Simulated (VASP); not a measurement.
TePb, 2 atoms in the cell. It takes space group I4/mmm (No. 139, tetragonal). Conventional cell: a = 4.524 Å, b = 4.524 Å, c = 6.593 Å, α = 90.00°, β = 90.00°, γ = 90.00°. Within 4.2 Å of Te (site symmetry 4/mmm) lie 6 Pb at 3.20 to 3.30 Å. Pb (site symmetry 4/mmm) has 6 Te at 3.20 to 3.30 Å within 4.2 Å. 

* Program: VASP 6.6.1
* Task: single point
* Functional: PBE
* Potentials or basis: VASP PAW PBE potentials, release 64 (Te, Pb_d)
* Cutoff: 520 eV
* k mesh: 6 × 6 × 6
* Occupations: gaussian, width 0.05 eV
* Spin: no spin polarisation
* Dipole correction: no
* Further INCAR settings: ALGO = Normal; EDIFF = 1e-07; NBANDS = 17

Potentials or basis: VASP PAW PBE potentials, release 64 (Te, Pb_d).

Run with:

```console
$ cat potpaw_PBE.64/Te/POTCAR potpaw_PBE.64/Pb_d/POTCAR > POTCAR
$ mpirun -np 1 vasp_std > vasp.out
```

Hardware: 1 thread of Intel(R) Xeon(R) Platinum 8559C (Emerald Rapids), on a shared host.

How long does it take, and how much memory?

Run time: 18 s on 1 thread of Intel(R) Xeon(R) Platinum 8559C (Emerald Rapids), on a shared host, peak memory 0.21 GiB. Counts: scf iterations 15, k points 30.
